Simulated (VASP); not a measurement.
# Al18N19 (a cell with a defect) in VASP: single point with PBE

Aim: the single point of Al18N19 (a cell with a defect) with PBE.

All numbers are computed with VASP 6.6.1; they aren't measurements. Logs are shortened: lines on timing, memory, paths and dates and some standing lists are left out, and cuts for length are marked.

### 1 The cell of the first run

The cell holds a defect, 37 atoms: a = 7.388 Å, b = 7.388 Å, c = 7.388 Å, α = 78.93°, β = 78.93°, γ = 78.93°.

### 2 Single point, PBE, collinear spin (with an interstitial atom, then relaxed in part)

Contents of INCAR:

```
PREC = Accurate ; ENCUT = 520
EDIFF = 1E-7 ; ISMEAR = 0
SIGMA = 0.01 ; LREAL = Auto
LASPH = True ; NELM = 150
ALGO = Normal ; ISIF = 2
LWAVE = False ; LCHARG = False
ISPIN = 2 ; MAGMOM = 0 0 0 0.1 0 0 0 0.1 0.1 0 0 0 0 0 0.1 0.1 0 0.1 0 0 0 0 0 0 0 0 0 0 0.1 0 0.1 0 0 0 0.1 0 0.1
LORBIT = 11 ; GGA = PE
NBANDS = 102 ; NELECT = 151.0
KPAR = 2 ; NCORE = 2
```

Contents of KPOINTS:

```
Automatic mesh
0
Gamma
  2 2 2
  0.5 0.5 0.5
```

Contents of POSCAR:

```
Al18N19
1.0
   -4.6953126295      2.7108400105      5.0180433211
    0.0000000000     -5.4216800211      5.0180433211
    4.6953126295      2.7108400105      5.0180433211
Al N
18 19
Direct
    0.3889878639      0.7140370358      0.3891764840
    0.7262566980      0.3958928904      0.4029393047
    0.0626885265      0.7190571304      0.7229664582
    0.0708259706      0.0513263133      0.4029524985
    0.3940111866      0.3877571366      0.7229511433
    0.7271188900      0.7192067588      0.0544885495
    0.7229783985      0.0480443131      0.7065179161
    0.0415981523      0.3666395590      0.0490546916
    0.3941618923      0.0521838726      0.0544944623
    0.7773386327      0.7872934170      0.4433786470
    0.1095727820      0.4346393277      0.4410599191
    0.4465053932      0.7715831619      0.7813179247
    0.4622231855      0.1024048729      0.4433851435
    0.7857776832      0.4452611877      0.7815372359
    0.1119931657      0.7700975758      0.1122371736
    0.1201554200      0.1108640869      0.7816004935
    0.4450325480      0.4370537984      0.1122289742
    0.7712329010      0.0962572841      0.1823326168
    0.5108445976      0.8359115091      0.5228910986
    0.8506504201      0.5295622122      0.5192028837
    0.1876792440      0.8470326851      0.8525009951
    0.2044884758      0.1757135388      0.5192320620
    0.5219668901      0.5127582693      0.8524989453
    0.8542612576      0.8344909052      0.1825315517
    0.8669692430      0.1921015952      0.7722795228
    0.1850295275      0.5100866102      0.1800674164
    0.5094709527      0.1793245890      0.1825239976
    0.5751485722      0.5664896023      0.2378446349
    0.9188003575      0.2438628749      0.2790342188
    0.2394618865      0.5645276974      0.5717897985
    0.2414329844      0.9002128623      0.2378557626
    0.5707480476      0.2424560547      0.5716797025
    0.9108818544      0.5792809768      0.9027673484
    0.9173921776      0.8958044095      0.5716958914
    0.2542619526      0.2359561622      0.9027671377
    0.5768082693      0.9018663963      0.9016575255
   -0.1131279395      0.2117731441     -0.0328556024
```

Potentials or basis: VASP PAW PBE potentials, release 64 (Al, N).

On the command line:

```
$ cat potpaw_PBE.64/Al/POTCAR potpaw_PBE.64/N/POTCAR > POTCAR
$ mpirun -np 4 vasp_std > vasp.out
```

OUTCAR:

```text
PREC = Accurate
   ENCUT = 520
   EDIFF = 1E-7
   ISMEAR = 0
   LREAL = Auto
   LASPH = True
   NELM = 150
   ISIF = 2
   ISPIN = 2
   LORBIT = 11
   GGA = PE
   NELECT = 151.0

 ion  position               nearest neighbor table
   1  0.389  0.714  0.389-  30 1.89  19 1.90  28 1.91  31 1.91   2 3.08   4 3.08  17 3.08  15 3.08
                             5 3.10   3 3.10  11 3.11  12 3.13  10 3.13  13 3.13   6 3.16   9 3.16
   2  0.726  0.396  0.403-  29 1.84  20 1.88  32 1.89  28 1.93  18 2.93  11 2.97  14 3.01  10 3.06
                             5 3.06   7 3.07   1 3.08  13 3.12   6 3.16   8 3.16  17 3.20   4 3.24
   3  0.063  0.719  0.723-  33 1.85  34 1.86  30 1.90  21 1.92  12 3.05  14 3.06   4 3.06  15 3.07
                             1 3.10   5 3.11  16 3.13   6 3.13  10 3.14   7 3.14  11 3.16   8 3.19
   4  0.071  0.051  0.403-  29 1.84  22 1.88  34 1.89  31 1.93  18 2.93  11 2.97  16 3.01  13 3.06
                             3 3.06   7 3.07   1 3.08  10 3.12   9 3.16   8 3.16  15 3.20   2 3.24
   5  0.394  0.388  0.723-  35 1.85  32 1.86  30 1.90  23 1.92  12 3.05  16 3.06   2 3.06  17 3.07
                             1 3.10   3 3.11  14 3.13   9 3.13  13 3.13   7 3.14  11 3.16   8 3.20
   6  0.727  0.719  0.054-  24 1.86  33 1.87  36 1.91  28 1.92  14 3.04  15 3.06  12 3.09  10 3.11
                             9 3.13   3 3.13  17 3.14   8 3.14   2 3.16   1 3.16   7 3.18  18 3.20
   7  0.723  0.048  0.707-  25 1.83  34 1.89  32 1.89  36 1.91  13 2.91  10 2.91  12 3.06   4 3.07
                             2 3.07   5 3.14   3 3.14   9 3.18   6 3.18  16 3.22  14 3.22
   8  0.042  0.367  0.049-  29 1.91  35 1.93  33 1.93  37 2.00  26 2.10  16 2.90  14 2.90  18 3.00
                             9 3.14   6 3.14   4 3.16   2 3.16  11 3.18   3 3.19   5 3.20  17 3.25
   9  0.394  0.052  0.054-  27 1.86  35 1.87  36 1.91  31 1.92  16 3.04  17 3.06  12 3.09  13 3.11
                             6 3.13   5 3.13  15 3.14   8 3.14   4 3.16   1 3.16   7 3.18  18 3.20
  10  0.777  0.787  0.443-  20 1.88  24 1.89  34 1.90  19 1.93  18 2.69   7 2.91  13 2.96   2 3.06
                             6 3.11   4 3.12  15 3.13   1 3.13   3 3.14  12 3.14  14 3.19  11 3.22
  11  0.110  0.435  0.441-  26 1.91  20 1.92  22 1.92  30 1.96   4 2.97   2 2.97   1 3.11  15 3.12
                            17 3.12  14 3.12  16 3.12   3 3.16   5 3.16   8 3.18  13 3.22  10 3.22
  12  0.447  0.772  0.781-  19 1.87  21 1.89  23 1.89  36 1.91   3 3.05   5 3.05   7 3.06   9 3.09
                             6 3.09  15 3.12  17 3.12   1 3.13  14 3.13  16 3.13  13 3.14  10 3.14
  13  0.462  0.102  0.443-  22 1.88  27 1.89  32 1.90  19 1.93  18 2.69   7 2.91  10 2.96   4 3.06
                             9 3.11   2 3.12  17 3.13   1 3.13   5 3.13  12 3.14  16 3.19  11 3.22
  14  0.786  0.445  0.782-  25 1.86  33 1.91  23 1.91  20 1.92  37 2.10   8 2.90   2 3.01   6 3.04
                             3 3.06  11 3.12   5 3.13  12 3.13  16 3.14  17 3.15  10 3.19   7 3.22
  15  0.112  0.770  0.112-  24 1.87  26 1.89  21 1.90  31 1.93   6 3.06   3 3.07   1 3.08  11 3.12
                            12 3.12  17 3.13  10 3.13   9 3.14  16 3.15  18 3.17   4 3.20   8 3.26
  16  0.120  0.111  0.782-  25 1.86  35 1.91  21 1.91  22 1.92  37 2.10   8 2.90   4 3.01   9 3.04
                             5 3.06  11 3.12   3 3.13  12 3.13  14 3.14  15 3.15  13 3.19   7 3.22
  17  0.445  0.437  0.112-  27 1.87  26 1.89  23 1.90  28 1.93   9 3.06   5 3.07   1 3.08  11 3.12
                            12 3.12  15 3.13  13 3.13   6 3.14  14 3.15  18 3.17   2 3.20   8 3.25
  18  0.771  0.096  0.182-  37 1.80  24 1.91  27 1.91  29 1.99  10 2.69  13 2.69   4 2.93   2 2.93
                             8 3.00  15 3.17  17 3.17   6 3.20   9 3.20
  19  0.511  0.836  0.523-  12 1.87   1 1.90  13 1.93  10 1.93
  20  0.851  0.530  0.519-   2 1.88  10 1.88  14 1.92  11 1.92
  21  0.188  0.847  0.853-  12 1.89  15 1.90  16 1.91   3 1.92
  22  0.204  0.176  0.519-   4 1.88  13 1.88  16 1.92  11 1.92
  23  0.522  0.513  0.852-  12 1.89  17 1.90  14 1.91   5 1.92
  24  0.854  0.834  0.183-   6 1.86  15 1.87  10 1.89  18 1.91
[... 10 lines left out ...]
  35  0.254  0.236  0.903-   5 1.85   9 1.87  16 1.91   8 1.93
  36  0.577  0.902  0.902-   6 1.91   9 1.91  12 1.91   7 1.91
  37  0.887  0.212  0.967-  25 1.51  18 1.80   8 2.00  16 2.10  14 2.10

  LATTYP: Found a trigonal (rhomboedric) cell.
 ALAT       =     7.3875146716
 COS(alpha) =     0.1920912504

  Lattice vectors:

 A1 = (  -4.6953126295,   2.7108400105,   5.0180433211)
 A2 = (   0.0000000000,  -5.4216800211,   5.0180433211)
 A3 = (   4.6953126295,   2.7108400105,   5.0180433211)

Analysis of symmetry for initial positions (statically):
=====================================================================
 Subroutine PRICEL returns:
 Original cell was already a primitive cell.

 Routine SETGRP: Setting up the symmetry group for a
 trigonal (rhombohedral) supercell.

 Subroutine GETGRP returns: Found  1 space group operations
 (whereof  1 operations were pure point group operations)
 out of a pool of 12 trial point group operations.

The static configuration has the point symmetry C_1 .

Analysis of symmetry for dynamics (positions and initial velocities):
=====================================================================
 Subroutine PRICEL returns:
[... 177 lines left out ...]
   NFREE  =      0    steps in history (QN), initial steepest desc. (CG)
   ISIF   =      2    stress and relaxation
   ISYM   =      2    0-nonsym 1-usesym 2-fastsym
   POTIM  = 0.5000    time-step for ionic-motion
   TEBEG  =    0.0;   TEEND  =   0.0 temperature during run
   PSTRESS=    0.0 pullay stress
   NELECT =     151.0000    total number of electrons
   NUPDOWN=      -1.0000    fix difference up-down
   EMIN   =  10.00;   EMAX   =-10.00  energy-range for DOS
   EFERMI =   0.00;   METHOD = LEGACY
   ISMEAR =     0;   SIGMA  =   0.01  broadening in eV -4-tet -1-fermi 0-gaus
   EFERMI_NEDOS =   21; number of points for ismear=-14 and -15
   IALGO  =     38    algorithm
   IMIX   =      4    mixing-type and parameters
     AMIX     =   0.40;   BMIX     =  1.00
     AMIX_MAG =   1.60;   BMIX_MAG =  1.00
  volume/ion in A,a.u.               =      10.36        69.90
  Fermi-wavevector in a.u.,A,eV,Ry     =   1.200188  2.268026 19.598515  1.440450
  Thomas-Fermi vector in A             =   2.336030
   LORBIT       =     11    0 simple, 1 ext, 2 COOP (PROOUT), +10 PAW based schemes
   GGA     = PE    functional components
   LHFCALC =     F    Hartree Fock is set to
   AEXX    =    0.0000 exact exchange contribution
   IVDW    =     0    specifies the selected vdW correction
   LEPSILON=     F    determine dielectric tensor
   LRPA    =     F    only Hartree local field effects (RPA)
 spin polarized calculation
 Gauss-broadening in eV      SIGMA  =   0.01
  energy-cutoff  :      520.00
  volume of cell :      383.23
 maximum number of plane-waves:     10309
 NGX is ok and might be reduce to    54
   NGX = 27   NGY = 27   NGZ = 27

 number of electron     151.0000003 magnetization       1.0000362

 Free energy of the ion-electron system (eV)
  ---------------------------------------------------
  ext. energy  EPLUGINS =         0.00000000
  ---------------------------------------------------
  free energy    TOTEN  =      -253.30506105 eV

  energy without entropy =     -253.30506105  energy(sigma->0) =     -253.30506105

 E-fermi :   9.9436     XC(G=0): -11.0007

 val. band max:        9.8962823755   @ k =   0.2500  -0.2500   0.2500
 cond. band min:      10.8620166742   @ k =   0.2500   0.2500   0.2500
 fundamental gap:      0.9657342986
 Fermi energy:         9.9436383729

 spin component 1

 k-point     1 :       0.2500    0.2500    0.2500
  band No.  band energies     occupation
      1     -10.5416      1.00000
      2      -8.7359      1.00000
      3      -7.8889      1.00000
      4      -7.8872      1.00000
      5      -7.6679      1.00000
      6      -7.4464      1.00000
[... 349 lines left out ...]
     86      12.8442      0.00000
     87      12.9867      0.00000
 Fermi energy:         9.9436383729

 spin component 2

 k-point     1 :       0.2500    0.2500    0.2500
  band No.  band energies     occupation
      1     -10.5393      1.00000
      2      -8.7067      1.00000
      3      -7.8663      1.00000
      4      -7.8607      1.00000
      5      -7.6298      1.00000
      6      -7.4211      1.00000
[... 349 lines left out ...]
     86      12.8881      0.00000
     87      13.0188      0.00000
 [bands above 87 left out]

------------------------ aborting loop because EDIFF is reached ----------------------------------------

  FORCE on cell =-STRESS in cart. coord.  units (eV):
  Direction    XX          YY          ZZ          XY          YZ          ZX
  --------------------------------------------------------------------------------------
  -------------------------------------------------------------------------------------
  Total       35.9859607     31.6155214     36.2538873      3.7994775      0.9183536      1.5885172
  in kB      150.4491109    132.1772992    151.5692513     15.8847508      3.8394274      6.6412290
  external PRESSURE =     144.7318871 kB  Pullay stress =       0.0000000 kB

 VOLUME and BASIS-vectors are now :
 -----------------------------------------------------------------------------
  energy-cutoff  :      520.00
  volume of cell :      383.23
      direct lattice vectors                 reciprocal lattice vectors
    -4.695312630  2.710840011  5.018043321    -0.106489182  0.061481558  0.066426954
     0.000000000 -5.421680021  5.018043321     0.000000000 -0.122963116  0.066426954
     4.695312630  2.710840011  5.018043321     0.106489182  0.061481558  0.066426954

 POSITION                                       TOTAL-FORCE (eV/Angst)
 -----------------------------------------------------------------------------------
      0.00089     -1.76180      7.48793        -0.005158     -0.001430      0.007870
     -1.51808      0.91467      7.65296        -0.010536      0.005217     -0.006924
      3.10021     -1.76871      7.55071         0.005302     -0.002521      0.003105
      1.55944      1.00606      2.63500         0.004223     -0.008520     -0.007878
      1.54448      0.92561      7.55075         0.002289      0.007717      0.000194
     -3.15821     -1.78050      7.53115         0.003257     -0.001584      0.006358
[... 29 lines left out ...]
      1.52527     -0.88175     11.94461         0.009610      0.006011      0.007998
      0.37690      3.87778     10.36622         0.025018      0.014751      0.031691
 -----------------------------------------------------------------------------------
    total drift:                               -0.004699     -0.007336      0.012510

  FREE ENERGIE OF THE ION-ELECTRON SYSTEM (eV)
  ---------------------------------------------------
  free  energy   TOTEN  =      -253.3050610535 eV

  energy  without entropy=     -253.3050610535  energy(sigma->0) =     -253.30506105

 total charge

# of ion       s       p       d       tot
------------------------------------------
    1        0.372   0.443   0.000   0.816
    2        0.376   0.457   0.000   0.833
    3        0.379   0.456   0.000   0.835
    4        0.376   0.457   0.000   0.833
    5        0.379   0.457   0.000   0.835
    6        0.373   0.449   0.000   0.821
[... 29 lines left out ...]
   36        1.223   2.633   0.000   3.856
   37        1.251   2.604   0.000   3.855
--------------------------------------------------
tot         30.049  58.251   0.000  88.299

 magnetization (x)

# of ion       s       p       d       tot
------------------------------------------
    1        0.001   0.001   0.000   0.002
    2       -0.000  -0.000   0.000  -0.000
    3        0.004   0.004   0.000   0.007
    4       -0.000  -0.000   0.000  -0.000
    5        0.004   0.004   0.000   0.007
    6        0.001   0.001   0.000   0.002
[... 29 lines left out ...]
   36       -0.000  -0.000   0.000  -0.000
   37        0.000   0.001   0.000   0.001
--------------------------------------------------
tot          0.104   0.251   0.000   0.355
```

Run time: 5.6 min. Hardware: 4 MPI ranks of Oxide Virtual Turin-like, shared host; peak memory 0.39 GiB.

Results:

- Free energy: -253.3051 eV
- Largest force: 0.043 eV/Å
- Net moment: 1.00 μB per cell
- Site moments: Al +0.00, -0.00, +0.01, +0.02, +0.06 (each value once); N +0.04, +0.00, +0.01, -0.00, +0.03, +0.02 (each value once) μB
- Valence electrons inside the program's atomic spheres: Al 0.82, 0.83, 0.77, 0.78, 0.80, 0.81, 0.86 (each value once); N 3.87, 3.88, 3.89, 3.83, 3.85, 3.86 (each value once)

Forces on the atoms (eV/Å):
```
Al  -0.005 -0.001  0.008
Al  -0.011  0.005 -0.007
Al   0.005 -0.003  0.003
Al   0.004 -0.009 -0.008
Al   0.002  0.008  0.000
Al   0.003 -0.002  0.006
Al  -0.011 -0.004  0.001
Al  -0.002 -0.001 -0.011
Al  -0.002  0.001  0.007
Al   0.006 -0.003  0.003
Al  -0.007  0.001  0.001
Al  -0.008 -0.005  0.003
Al   0.002  0.003  0.001
Al   0.003 -0.002  0.002
Al   0.003 -0.008 -0.004
Al  -0.003 -0.002 -0.003
Al   0.000  0.007 -0.006
Al   0.002  0.001  0.000
N   -0.009 -0.004  0.002
N    0.007  0.003  0.001
N   -0.001 -0.005 -0.005
N    0.005  0.004  0.001
N   -0.005  0.002 -0.005
N    0.008 -0.002 -0.002
N   -0.026 -0.015 -0.024
N   -0.004 -0.002  0.016
N    0.002  0.008 -0.002
N    0.007 -0.003 -0.002
N    0.013  0.008  0.002
N    0.006  0.004  0.009
N    0.000  0.007 -0.002
N   -0.007 -0.004  0.000
N   -0.006  0.001 -0.012
N   -0.006 -0.004 -0.001
N   -0.003 -0.005 -0.011
N    0.010  0.006  0.008
N    0.025  0.015  0.032
```

Levels at points of the mesh, in eV from the Fermi level:
Spin up:
| k point | band 74 | band 75 | band 76 | band 77 | band 78 | band 79 |
| --- | --- | --- | --- | --- | --- | --- |
| (0.25, 0.25, 0.25) | -2.96 | -2.63 | -0.18 | 1.20 | 1.68 | 1.80 |
Spin down:
```
           k point  band 71  band 72  band 73  band 74  band 75  band 76  band 77  band 78  band 79  band 80
(0.25, 0.25, 0.25)    -4.17    -4.14    -3.95    -2.95    -2.63     0.92     1.35     1.73     1.83     1.90
```

Caveat: the cell carries a net charge on a neutralising background, which shifts energy and pressure; the cell differs from its parent crystal (with an interstitial atom, then relaxed in part); the cell is charged against a uniform background, so pressure and absolute levels hang on convention.
